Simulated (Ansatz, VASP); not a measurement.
## One calculation of AlN, two programs

File POSCAR:

```
AlN
1.0
    0.0000000000      2.0188685302      2.0188685302
    2.0188685302      0.0000000000      2.0188685302
    2.0188685302      2.0188685302      0.0000000000
Al N
1 1
Direct
    0.0000000000      0.0000000000      0.0000000000
    0.5000000000      0.5000000000      0.5000000000
```

INCAR.step1

```
SYSTEM = AlN
ALGO     = Normal         ! electronic algorithm
EDIFF    = 1E-5           ! SCF threshold, eV
ENCUT    = 520            ! plane-wave cutoff, eV
GGA      = PE             ! functional
ISIF     = 2              ! what is computed and relaxed
ISMEAR   = 0              ! smearing method
LASPH    = .True.         ! aspherical terms in the spheres
LREAL    = .False.        ! projectors in reciprocal space
LWAVE    = .True.         ! write WAVECAR
NBANDS   = 11             ! bands
NELM     = 80             ! most SCF steps
PREC     = Accurate       ! precision mode
SIGMA    = 0.01           ! smearing width, eV
```

INCAR.step2

```
SYSTEM = AlN
AEXX     = 0.1            ! exact-exchange fraction
ALGO     = Normal         ! electronic algorithm
EDIFF    = 1E-7           ! SCF threshold, eV
ENCUT    = 520            ! plane-wave cutoff, eV
ISIF     = 2              ! what is computed and relaxed
ISMEAR   = 0              ! smearing method
ISTART   = 1            
LASPH    = .True.         ! aspherical terms in the spheres
LCHARG   = .True.         ! write CHGCAR
LELF     = .True.         ! ELF
LHFCALC  = .True.         ! exact exchange
LMIXTAU  = .True.       
LREAL    = .False.        ! projectors in reciprocal space
LVHAR    = .True.       
LWAVE    = .False.        ! write WAVECAR
METAGGA  = R2SCAN         ! meta-GGA
NBANDS   = 11             ! bands
NELM     = 80             ! most SCF steps
PREC     = Accurate       ! precision mode
PRECFOCK = Normal       
SIGMA    = 0.01           ! smearing width, eV
```

File KPOINTS:

```
k-points
0
Gamma
  8 8 8
  0 0 0
```

Input for Ansatz:

```yaml
crystal:
  lattice:
    - [0.0, 2.0188685302, 2.0188685302]
    - [2.0188685302, 0.0, 2.0188685302]
    - [2.0188685302, 2.0188685302, 0.0]
  atoms:
    - { symbol: Al, position: [0.0, 0.0, 0.0] }
    - { symbol: "N", position: [0.5, 0.5, 0.5] }
kpoints:
  mp_grid: { grid: [8, 8, 8] }
  band_path:
    path:
      - [0.0, 0.0, 0.0]
      - [0.5, 0.0, 0.5]
      - [0.625, 0.25, 0.625]
      - [0.375, 0.375, 0.75]
      - [0.5, 0.5, 0.5]
      - [0.5, 0.25, 0.75]
      - [0.0, 0.5, 0.5]
    npoints: 1
hamiltonian:
  xc: r2scanh
scf:
  occupations: { method: fixed }
  n_extra_bands: 4
output:
  forces: true
  stress: true
  eigenvalues: true
```

Alike in both runs: task single point; functional r2SCANh; k mesh 8 × 8 × 8; no spin polarisation.

|  | VASP | Ansatz |
| --- | --- | --- |
| version | VASP 6.6.1 | Ansatz 0.2.0 |
| potentials or method | VASP PAW PBE potentials, release 64 (Al, N) | plane waves, PAW |
| plane-wave cutoff (eV) | 520 | 500 |
| occupations | gaussian, width 0.01 eV | fixed |
| valence electrons in the cell | 8 | 8 |

Ansatz gave:

- gap on the k mesh at the Fermi level (eV): 6.27
- pressure (GPa): -2.0

What did VASP give for the same quantities?

gap on the k mesh at the Fermi level (eV): 6.26; pressure (GPa): -2.6.

VASP's potentials were made for PBE, not for r2SCANh. Ansatz's warnings: stress exchange threshold loose, stress scf threshold loose.
